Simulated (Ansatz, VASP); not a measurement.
# One calculation of Mo, two programs

File INCAR:

```
SYSTEM = Mo
PREC = Accurate ; ENCUT = 520
EDIFF = 1E-6 ; ISMEAR = 0
SIGMA = 0.15 ; LREAL = .False.
LASPH = .True. ; NELM = 80
ALGO = Fast ; ISIF = 2
LWAVE = .False. ; LCHARG = .False.
GGA = PS ; NBANDS = 13
```

Contents of KPOINTS:

```
Automatic mesh
0
Gamma
  24 24 20
  0 0 0
```

Contents of POSCAR:

```
Mo
1.0
    2.8877885796      0.0000000000      0.0000000000
   -1.4438942898      2.5008982707      0.0000000000
    0.0000000000      0.0000000000      2.2928073694
Mo
1
Direct
    0.0000000000      0.0000000000      0.5000000000
```

Input for Ansatz:

```yaml
crystal:
  lattice:
    - [2.8877885796, 0.0, 0.0]
    - [-1.4438942898, 2.5008982707, 0.0]
    - [0.0, 0.0, 2.2928073694]
  atoms:
    - { symbol: Mo, position: [0.0, 0.0, 0.5] }
basis:
  ecutwfc: 420
kpoints:
  mp_grid: { grid: [24, 24, 20] }
hamiltonian:
  xc: pbesol
scf:
  occupations: { method: gaussian, width: 0.15 }
output:
  forces: true
  stress: true
  eigenvalues: true
  write_density: true
  write_potential: true
  elf: true
  volumetric_format: npy
```

Alike in both runs: task single point; functional PBEsol; k mesh 24 × 24 × 20; occupations gaussian, width 0.15 eV; no spin polarisation.

|  | VASP | Ansatz |
| --- | --- | --- |
| version | VASP 6.6.1 | Ansatz 0.2.0 |
| potentials or method | VASP PAW PBE potentials, release 64 (Mo_sv), cutoff 520 eV | scalar-relativistic, plane waves, PAW |
| valence electrons in the cell | 14 | 14 |

|  | VASP | Ansatz | Ansatz less VASP |
| --- | --- | --- | --- |
| gap on the k mesh at the Fermi level (eV) | none | none | - |
| pressure (GPa) | 4.3 | 3.4 | -0.86 |
| traceless stress, the component that is largest in VASP (GPa) | 32.04 | 30.83 | -1.207 |

VASP's potentials were made for PBE, not for PBEsol. A gap of «none» marks a metal or a gap that the smearing closes.
